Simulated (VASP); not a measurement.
# ScF5 (F-43m) in VASP: notebook

ScF5 is run at these levels: PBE; tasks: single point.

All numbers are computed with VASP 6.6.1; they aren't measurements. Logs are shortened: lines on timing, memory, paths and dates and some standing lists are left out, and cuts for length are marked.

### 1 The cell of the first run

Symmetry: F-43m, No. 216, cubic system. Conventional cell: a = 6.762 Å, b = 6.762 Å, c = 6.762 Å, α = 90.00°, β = 90.00°, γ = 90.00°. Within 3.7 Å of Sc (site symmetry -43m) lie 22 F at 2.78 to 3.54 Å. F (site symmetry -43m) has 4 F at 2.31 Å within 3.1 Å. Within 1.4 Å of F (site symmetry 3m) lie 3 F at 1.00 Å.

### 2 Single point, PBE, collinear spin, ferromagnetic start

Input file INCAR:

```
ALGO = Normal
EDIFF = 1E-6
ENCUT = 520
GGA = PE
ISIF = 2
ISMEAR = 0
ISPIN = 2
LASPH = T
LCHARG = F
LMAXMIX = 4
LORBIT = 11
LREAL = F
LWAVE = F
MAGMOM = 0 1 1 1 1 1
NBANDS = 36
NELM = 150
PREC = Accurate
SIGMA = 0.1
```

Input file KPOINTS:

```
k-points
0
Gamma
  4 4 4
```

Input file POSCAR:

```
ScF5
1.0
    0.0000000000      3.3807891200      3.3807891200
    3.3807891200      0.0000000000      3.3807891200
    3.3807891200      3.3807891200      0.0000000000
Sc F
1 5
Direct
    0.2500000000      0.2500000000      0.2500000000
    0.7500000000      0.7500000000      0.7500000000
    0.9475932500      0.9475932500      0.9475932500
    0.9475932500      0.9475932500      0.1572202500
    0.9475932500      0.1572202500      0.9475932500
    0.1572202500      0.9475932500      0.9475932500
```

Potentials or basis: VASP PAW PBE potentials, release 64 (Sc_sv, F).

Command:

```bash
$ cat potpaw_PBE.64/Sc_sv/POTCAR potpaw_PBE.64/F/POTCAR > POTCAR
$ mpirun -np 1 vasp_std > vasp.out
```

OUTCAR:

```text
EDIFF = 1E-6
   ENCUT = 520
   GGA = PE
   ISIF = 2
   ISMEAR = 0
   ISPIN = 2
   LASPH = T
   LORBIT = 11
   LREAL = F
   NELM = 150
   PREC = Accurate

 ion  position               nearest neighbor table
   1  0.250  0.250  0.250-
   2  0.750  0.750  0.750-
   3  0.948  0.948  0.948-   4 1.00   5 1.00   6 1.00
   4  0.948  0.948  0.157-   3 1.00   5 1.00   6 1.00
   5  0.948  0.157  0.948-   3 1.00   4 1.00   6 1.00
   6  0.157  0.948  0.948-   3 1.00   4 1.00   5 1.00

  LATTYP: Found a face centered cubic cell.
 ALAT       =     6.7615782400

  Lattice vectors:

 A1 = (   0.0000000000,   3.3807891200,   3.3807891200)
 A2 = (   3.3807891200,   0.0000000000,   3.3807891200)
 A3 = (   3.3807891200,   3.3807891200,   0.0000000000)

Analysis of symmetry for initial positions (statically):
=====================================================================
 Subroutine PRICEL returns:
 Original cell was already a primitive cell.

 Routine SETGRP: Setting up the symmetry group for a
 face centered cubic supercell.

 Subroutine GETGRP returns: Found 24 space group operations
 (whereof 24 operations were pure point group operations)
 out of a pool of 48 trial point group operations.

The static configuration has the point symmetry T_d .

Analysis of symmetry for dynamics (positions and initial velocities):
=====================================================================
 Subroutine PRICEL returns:
 Original cell was already a primitive cell.

 Routine SETGRP: Setting up the symmetry group for a
 face centered cubic supercell.

 Subroutine GETGRP returns: Found 24 space group operations
 (whereof 24 operations were pure point group operations)
 out of a pool of 48 trial point group operations.

The dynamic configuration has the point symmetry T_d .

Analysis of structural, dynamic, and magnetic symmetry:
=====================================================================
 Subroutine PRICEL returns:
 Original cell was already a primitive cell.

 Routine SETGRP: Setting up the symmetry group for a
 face centered cubic supercell.

 Subroutine GETGRP returns: Found 24 space group operations
 (whereof 24 operations were pure point group operations)
 out of a pool of 48 trial point group operations.

The overall configuration has the point symmetry T_d .

 Subroutine INISYM returns: Found 24 space group operations
 (whereof 24 operations are pure point group operations),
 and found     1 'primitive' translations

----------------------------------------------------------------------------------------

                                     Primitive cell

  volume of cell :      77.2830

  direct lattice vectors                    reciprocal lattice vectors
     0.000000000  3.380789120  3.380789120    -0.147894466  0.147894466  0.147894466
     3.380789120  0.000000000  3.380789120     0.147894466 -0.147894466  0.147894466
     3.380789120  3.380789120  0.000000000     0.147894466  0.147894466 -0.147894466

  length of vectors
     4.781157825  4.781157825  4.781157825     0.256160728  0.256160728  0.256160728

  position of ions in fractional coordinates (direct lattice)
     0.250000000  0.250000000  0.250000000
     0.750000000  0.750000000  0.750000000
     0.947593250  0.947593250  0.947593250
     0.947593250  0.947593250  0.157220250
     0.947593250  0.157220250  0.947593250
     0.157220250  0.947593250  0.947593250

  ion indices of the primitive-cell ions
   primitive index   ion index
                 1           1
                 2           2
                 3           3
                 4           4
                 5           5
                 6           6

----------------------------------------------------------------------------------------

 KPOINTS: k-points

Automatic generation of k-mesh.
 Grid dimensions read from file:
 generate k-points for:    4    4    4

 Generating k-lattice:

  Cartesian coordinates                     Fractional coordinates (reciprocal lattice)
    -0.036973616  0.036973616  0.036973616     0.250000000  0.000000000  0.000000000
     0.036973616 -0.036973616  0.036973616     0.000000000  0.250000000  0.000000000
     0.036973616  0.036973616 -0.036973616     0.000000000  0.000000000  0.250000000

  Length of vectors
     0.064040182  0.064040182  0.064040182

  Shift w.r.t. Gamma in fractional coordinates (k-lattice)
     0.000000000  0.000000000  0.000000000

 Subroutine IBZKPT returns following result:
 ===========================================

 Found      8 irreducible k-points:

 Following reciprocal coordinates:
            Coordinates               Weight
  0.000000  0.000000  0.000000      1.000000
  0.250000  0.000000  0.000000      8.000000
  0.500000  0.000000  0.000000      4.000000
  0.250000  0.250000  0.000000      6.000000
  0.500000  0.250000  0.000000     24.000000
 -0.250000  0.250000  0.000000     12.000000
  0.500000  0.500000  0.000000      3.000000
 -0.250000  0.500000  0.250000      6.000000
   k-points           NKPTS =      8   k-points in BZ     NKDIM =      8   number of bands    NBANDS=     36
   number of dos      NEDOS =    301   number of ions     NIONS =      6
   total plane-waves  NPLWV =  46656
   dimension x,y,z NGX =    36 NGY =   36 NGZ =   36
   dimension x,y,z NGXF=    72 NGYF=   72 NGZF=   72
   ions per type =               1   5
   NGX,Y,Z   is equivalent  to a cutoff of  12.52, 12.52, 12.52 a.u.
   NGXF,Y,Z  is equivalent  to a cutoff of  25.04, 25.04, 25.04 a.u.
 SYSTEM =  unknown system
   PREC   = accura    normal or accurate (medium, high low for compatibility)
   ISTART =      0    job   : 0-new  1-cont  2-samecut
   ICHARG =      2    charge: 1-file 2-atom 10-const
   ISPIN  =      2    spin polarized calculation?
   LNONCOLLINEAR =      F non collinear calculations
   LSORBIT =      F    spin-orbit coupling
   LASPH  =      T    aspherical Exc in radial PAW
   ENCUT  =  520.0 eV  38.22 Ry    6.18 a.u.   8.89  8.89  8.89*2*pi/ulx,y,z
   NELM   =    150;   NELMIN=  2; NELMDL= -5     # of ELM steps
   EDIFF  = 0.1E-05   stopping-criterion for ELM
   LREAL  =      F    real-space projection
   EDIFFG = 0.1E-04   stopping-criterion for IOM
   NSW    =      0    number of steps for IOM
   IBRION =     -1    ionic relax: 0-MD 1-quasi-New 2-CG
   NFREE  =      0    steps in history (QN), initial steepest desc. (CG)
   ISIF   =      2    stress and relaxation
   ISYM   =      2    0-nonsym 1-usesym 2-fastsym
   POTIM  = 0.5000    time-step for ionic-motion
   TEBEG  =    0.0;   TEEND  =   0.0 temperature during run
   PSTRESS=    0.0 pullay stress
   NELECT =      46.0000    total number of electrons
   NUPDOWN=      -1.0000    fix difference up-down
   EMIN   =  10.00;   EMAX   =-10.00  energy-range for DOS
   EFERMI =   0.00;   METHOD = LEGACY
   ISMEAR =     0;   SIGMA  =   0.10  broadening in eV -4-tet -1-fermi 0-gaus
   EFERMI_NEDOS =   21; number of points for ismear=-14 and -15
   IALGO  =     38    algorithm
   IMIX   =      4    mixing-type and parameters
     AMIX     =   0.40;   BMIX     =  1.00
     AMIX_MAG =   1.60;   BMIX_MAG =  1.00
  volume/ion in A,a.u.               =      12.88        86.92
  Fermi-wavevector in a.u.,A,eV,Ry     =   1.377102  2.602345 25.802214  1.896409
  Thomas-Fermi vector in A             =   2.502286
   LORBIT       =     11    0 simple, 1 ext, 2 COOP (PROOUT), +10 PAW based schemes
   GGA     = PE    functional components
   LHFCALC =     F    Hartree Fock is set to
   AEXX    =    0.0000 exact exchange contribution
   IVDW    =     0    specifies the selected vdW correction
   LEPSILON=     F    determine dielectric tensor
   LRPA    =     F    only Hartree local field effects (RPA)
 spin polarized calculation
 Gauss-broadening in eV      SIGMA  =   0.10
  energy-cutoff  :      520.00
  volume of cell :       77.28
 maximum number of plane-waves:      2120
   NGX = 17   NGY = 17   NGZ = 17

 number of electron      45.9999998 magnetization       2.0019508

 Free energy of the ion-electron system (eV)
  ---------------------------------------------------
  ext. energy  EPLUGINS =         0.00000000
  ---------------------------------------------------
  free energy    TOTEN  =       121.10981090 eV

  energy without entropy =      121.11166052  energy(sigma->0) =      121.11073571

 E-fermi :   3.6626     XC(G=0):  -9.2180

 val. band max:        3.5902186851   @ k =   0.5000   0.5000   0.0000
 cond. band min:       3.8758786449   @ k =   0.0000   0.0000   0.0000
 fundamental gap:      0.2856599598
 Fermi energy:         3.6626094190

 spin component 1

 k-point     1 :       0.0000    0.0000    0.0000
  band No.  band energies     occupation
      1     -69.8161      1.00000
      2     -46.8383      1.00000
      3     -35.8959      1.00000
      4     -35.8959      1.00000
      5     -35.8959      1.00000
      6     -25.4943      1.00000
[... 293 lines left out ...]
     34      14.6509      0.00000
     35      14.7022      0.00000
 Fermi energy:         3.6626094190

 spin component 2

 k-point     1 :       0.0000    0.0000    0.0000
  band No.  band energies     occupation
      1     -69.1609      1.00000
      2     -46.1643      1.00000
      3     -35.5242      1.00000
      4     -35.5242      1.00000
      5     -35.5242      1.00000
      6     -24.8090      1.00000
[... 293 lines left out ...]
     34      14.9853      0.00000
     35      15.0774      0.00000
 [bands above 35 left out]

------------------------ aborting loop because EDIFF is reached ----------------------------------------

  FORCE on cell =-STRESS in cart. coord.  units (eV):
  Direction    XX          YY          ZZ          XY          YZ          ZX
  --------------------------------------------------------------------------------------
  -------------------------------------------------------------------------------------
  Total      196.7393509    196.7393509    196.7393509     -0.0000000     -0.0000000      0.0000000
  in kB     4078.6606665   4078.6606665   4078.6606665     -0.0000000     -0.0000000      0.0000000
  external PRESSURE =    4078.6606665 kB  Pullay stress =       0.0000000 kB

 VOLUME and BASIS-vectors are now :
 -----------------------------------------------------------------------------
  energy-cutoff  :      520.00
  volume of cell :       77.28
      direct lattice vectors                 reciprocal lattice vectors
     0.000000000  3.380789120  3.380789120    -0.147894466  0.147894466  0.147894466
     3.380789120  0.000000000  3.380789120     0.147894466 -0.147894466  0.147894466
     3.380789120  3.380789120  0.000000000     0.147894466  0.147894466 -0.147894466

 POSITION                                       TOTAL-FORCE (eV/Angst)
 -----------------------------------------------------------------------------------
      1.69039      1.69039      1.69039        -0.000000      0.000000      0.000000
      5.07118      5.07118      5.07118        -0.000000      0.000000      0.000000
      6.40723      6.40723      6.40723      -138.175258   -138.175258   -138.175258
      3.73514      3.73514      6.40723       138.175258    138.175258   -138.175258
      3.73514      6.40723      3.73514       138.175258   -138.175258    138.175258
      6.40723      3.73514      3.73514      -138.175258    138.175258    138.175258
 -----------------------------------------------------------------------------------
    total drift:                               -0.000004     -0.000004     -0.000004

  FREE ENERGIE OF THE ION-ELECTRON SYSTEM (eV)
  ---------------------------------------------------
  free  energy   TOTEN  =       121.1098109035 eV

  energy  without entropy=      121.1116605230  energy(sigma->0) =      121.11073571

 total charge

# of ion       s       p       d       tot
------------------------------------------
    1        2.319   5.998   1.050   9.367
    2        1.741   4.297   0.000   6.038
    3        1.961   5.025   0.000   6.986
    4        1.961   5.025   0.000   6.986
    5        1.961   5.025   0.000   6.986
    6        1.961   5.025   0.000   6.986
--------------------------------------------------
tot         11.904  30.395   1.050  43.349

 magnetization (x)

# of ion       s       p       d       tot
------------------------------------------
    1        0.010   0.042   0.773   0.825
    2        0.001   0.046   0.000   0.047
    3        0.038   0.064   0.000   0.101
    4        0.038   0.064   0.000   0.101
    5        0.038   0.064   0.000   0.101
    6        0.038   0.064   0.000   0.101
--------------------------------------------------
tot          0.161   0.343   0.773   1.277
```

Run time: 33 s. Hardware: 1 thread of Intel Xeon 6975P-C (Granite Rapids), shared host; peak memory 0.24 GiB.

Results:

```yaml
Free_energy: 121.1098 eV
Pressure: 407.9 GPa
Largest_force: 239.327 eV/Å
Band_gap_on_the_k_mesh: zero (filled and empty bands overlap)
Net_moment: 2.00 μB per cell
Site_moments: Sc +0.82; F +0.05, +0.10 μB
Valence_electrons_inside_the_program's_atomic_spheres: Sc 9.37; F 6.04, 6.99
```

Forces in eV/Å, atoms in the order of the input:
```
Sc     0.000    0.000    0.000
F      0.000    0.000    0.000
F   -138.175 -138.175 -138.175
F    138.175  138.175 -138.175
F    138.175 -138.175  138.175
F   -138.175  138.175  138.175
```

Caveat: the k points lie up to 0.40 Å⁻¹ apart; the standard files for N, O and F lose accuracy on very short bonds; forces of over 1 eV/Å act on the atoms, so gaps and moduli don't describe the material at rest.

### 3 Single point, PBE, collinear spin, ferromagnetic start

This run uses another cell than the first one, of 17.98 Å³/atom, 1.396 times its volume.

Input file INCAR:

```
PREC = Accurate
ENCUT = 520
EDIFF = 1E-7
ISMEAR = 0
SIGMA = 0.1
LREAL = F
LASPH = T
NELM = 150
ALGO = Normal
ISIF = 2
LWAVE = F
LCHARG = F
ISPIN = 2
MAGMOM = 0 1 1 1 1 1
LORBIT = 11
LMAXMIX = 4
GGA = PE
NBANDS = 36
```

Input file KPOINTS:

```
regular mesh
0
Gamma
  4 4 4
```

Input file POSCAR:

```
ScF5
1.0
    0.0000000000      3.7786545232      3.7786545232
    3.7786545232      0.0000000000      3.7786545232
    3.7786545232      3.7786545232      0.0000000000
Sc F
1 5
Direct
    0.2500000000      0.2500000000      0.2500000000
    0.7500000000      0.7500000000      0.7500000000
    0.8946273345      0.8946273345      0.8946273345
    0.8946273345      0.8946273345      0.3161179964
    0.8946273345      0.3161179964      0.8946273345
    0.3161179964      0.8946273345      0.8946273345
```

Potentials or basis: VASP PAW PBE potentials, release 64 (Sc_sv, F).

Command:

```bash
$ cat potpaw_PBE.64/Sc_sv/POTCAR potpaw_PBE.64/F/POTCAR > POTCAR
$ mpirun -np 1 vasp_std > vasp.out
```

It took 78 s on 1 thread of Intel Xeon 6975P-C (Granite Rapids), shared host; peak memory 0.3 GiB.

The run converged. Its results:

```yaml
Free_energy: -18.7183 eV
Pressure: -0.2 GPa
Largest_force: 0.007 eV/Å
Net_moment: 3.20 μB per cell
Site_moments: Sc +0.51; F +0.88, +0.41 μB
Valence_electrons_inside_the_program's_atomic_spheres: Sc 8.76; F 5.86, 5.94
```

Forces on the atoms (eV/Å):
```
Sc   0.000  0.000  0.000
F    0.000  0.000  0.000
F    0.004  0.004  0.004
F   -0.004 -0.004  0.004
F   -0.004  0.004 -0.004
F    0.004 -0.004 -0.004
```

Levels at points of the mesh, in eV from the Fermi level:
Spin up:
```tsv
k point	band 20	band 21	band 22	band 23	band 24	band 25	band 26	band 27	band 28	band 29
(0.00, 0.00, 0.00)	-1.99	-1.99	-1.05	-1.05	-1.05	0.12	0.12	0.12	0.46	0.46
(0.50, 0.00, 0.00)	-2.25	-1.99	-1.32	-0.85	-0.85	-0.06	0.14	0.14	0.38	0.38
(0.50, 0.50, 0.00)	-2.13	-2.13	-2.11	-0.70	-0.70	0.03	0.09	0.09	0.22	0.46
```
Spin down:
| k point | band 17 | band 18 | band 19 | band 20 | band 21 | band 22 | band 23 | band 24 | band 25 | band 26 |
| --- | --- | --- | --- | --- | --- | --- | --- | --- | --- | --- |
| (0.00, 0.00, 0.00) | -2.44 | -2.44 | -1.58 | -1.58 | -1.58 | 0.72 | 0.72 | 0.72 | 0.72 | 0.72 |
| (0.50, 0.00, 0.00) | -2.90 | -1.77 | -1.76 | -1.76 | -1.58 | 0.31 | 0.62 | 0.62 | 0.62 | 0.81 |
| (0.50, 0.50, 0.00) | -2.87 | -2.09 | -1.63 | -1.63 | -0.78 | -0.51 | 0.48 | 0.70 | 0.73 | 0.75 |

Caveat: the k points lie up to 0.36 Å⁻¹ apart.
